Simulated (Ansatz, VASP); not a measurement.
## One calculation of C, two programs

The input INCAR:

```
ALGO     = Normal         # electronic algorithm
EDIFF    = 1E-7           # SCF threshold, eV
ENCUT    = 520            # plane-wave cutoff, eV
GGA      = PE             # functional
ISIF     = 2              # what is computed and relaxed
ISMEAR   = 0              # smearing method
LASPH    = T              # aspherical terms in the spheres
LCHARG   = F              # write CHGCAR
LREAL    = F              # projectors in reciprocal space
LWAVE    = F              # write WAVECAR
NBANDS   = 36             # bands
NELM     = 60             # most SCF steps
PREC     = Accurate       # precision mode
SIGMA    = 0.05           # smearing width, eV
```

File KPOINTS:

```
k-points
0
Gamma
  12 12 2
```

POSCAR

```
C
1.0
    2.4953402903      0.0462520145      0.0462520145
   -1.2076147257      2.1379020753      0.0169294123
    0.2280742143      0.2280742143     12.3048213715
C
12
Direct
    0.0000000000      0.0000000000      0.1868593266
    0.0000000000      0.0000000000      0.6868593266
    0.0000000000      0.0000000000      0.3131406734
    0.0000000000      0.0000000000      0.8131406734
    0.3333333333      0.6666666667      0.5207665411
    0.6666666667      0.3333333333      0.0207665411
    0.3333333333      0.6666666667      0.9792334589
    0.6666666667      0.3333333333      0.4792334589
    0.3333333333      0.6666666667      0.6450950823
    0.6666666667      0.3333333333      0.1450950823
    0.3333333333      0.6666666667      0.8549049177
    0.6666666667      0.3333333333      0.3549049177
```

Input for Ansatz:

```yaml
crystal:
  lattice:
    - [2.4953402903, 0.0462520145, 0.0462520145]
    - [-1.2076147257, 2.1379020753, 0.0169294123]
    - [0.2280742143, 0.2280742143, 12.3048213715]
  atoms:
    - { symbol: C, position: [0.0, 0.0, 0.1868593266] }
    - { symbol: C, position: [0.0, 0.0, 0.6868593266] }
    - { symbol: C, position: [0.0, 0.0, 0.3131406734] }
    - { symbol: C, position: [0.0, 0.0, 0.8131406734] }
    - { symbol: C, position: [0.3333333333, 0.6666666667, 0.5207665411] }
    - { symbol: C, position: [0.6666666667, 0.3333333333, 0.0207665411] }
    - { symbol: C, position: [0.3333333333, 0.6666666667, 0.9792334589] }
    - { symbol: C, position: [0.6666666667, 0.3333333333, 0.4792334589] }
    - { symbol: C, position: [0.3333333333, 0.6666666667, 0.6450950823] }
    - { symbol: C, position: [0.6666666667, 0.3333333333, 0.1450950823] }
    - { symbol: C, position: [0.3333333333, 0.6666666667, 0.8549049177] }
    - { symbol: C, position: [0.6666666667, 0.3333333333, 0.3549049177] }
basis:
  ecutwfc: 520.0
kpoints:
  mp_grid: { grid: [12, 12, 2] }
hamiltonian:
  xc: pbe
  pseudopotentials: { kind: paw, azcp: { folder: soft_1 } }
scf:
  occupations: { method: gaussian, width: 0.05 }
output:
  forces: true
  stress: true
  eigenvalues: true
```

Change from the starting cell: equal engineering shear yz, xz and xy +0.0367, equal normal strain along x, y and z -0.0100.

Alike in both runs: task single point; functional PBE; k mesh 12 × 12 × 2; occupations gaussian, width 0.05 eV; no spin polarisation.

|  | VASP | Ansatz |
| --- | --- | --- |
| version | VASP 6.6.1 | Ansatz 0.2.0 |
| potentials or method | VASP PAW PBE potentials, release 64 (C), cutoff 520 eV | scalar-relativistic, plane waves, PAW |
| valence electrons in the cell | 48 | 48 |

Ansatz gave:

* gap on the k mesh at the Fermi level (eV): 3.86
* least direct gap on the mesh (eV): 4.75
* pressure (GPa): 15.1
* traceless stress, the component that is largest in VASP (GPa): -21.02
* rms of the force components (eV/Å): 0.110

What did VASP give for the same quantities?

gap on the k mesh at the Fermi level (eV): 3.84; least direct gap on the mesh (eV): 4.75; pressure (GPa): 15.9; traceless stress, the component that is largest in VASP (GPa): -21.11; rms of the force components (eV/Å): 0.117.

Atom by atom the forces differ by 0.007 eV/Å (rms over components).
